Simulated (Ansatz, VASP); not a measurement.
MgSe: VASP beside Ansatz

```xyz
2
Lattice="0.0000 2.7283 2.7283 2.7283 0.0000 2.7283 2.7283 2.7283 0.0000" Properties=species:S:1:pos:R:3 pbc="T T T"
Mg    0.0000    0.0000    0.0000
Se    2.7283    2.7283    2.7283
```

Alike in both runs: task single point; functional BLYP; dispersion D3(BJ); k mesh 8 × 8 × 8; occupations gaussian, width 0.05 eV; no spin polarisation.

|  | VASP | Ansatz |
| --- | --- | --- |
| version | VASP 6.6.1 | Ansatz 0.2.0 |
| potentials or method | VASP PAW PBE potentials, release 64 (Mg, Se), cutoff 600 eV | scalar-relativistic, plane waves, PAW |
| valence electrons in the cell | 8 | 26 |

VASP gave:

```
gap on the k mesh at the Fermi level (eV) : 1.86
least direct gap on the mesh (eV)         : 2.75
pressure (GPa)                            : -2.5
```

Estimate Ansatz's values.

gap on the k mesh at the Fermi level (eV): 1.88; least direct gap on the mesh (eV): 2.73; pressure (GPa): -2.6.

VASP's potentials were made for PBE, not for BLYP. VASP's potentials hold 8 valence electrons a cell and Ansatz's 26, so a difference there can come from the potentials and not from the codes.
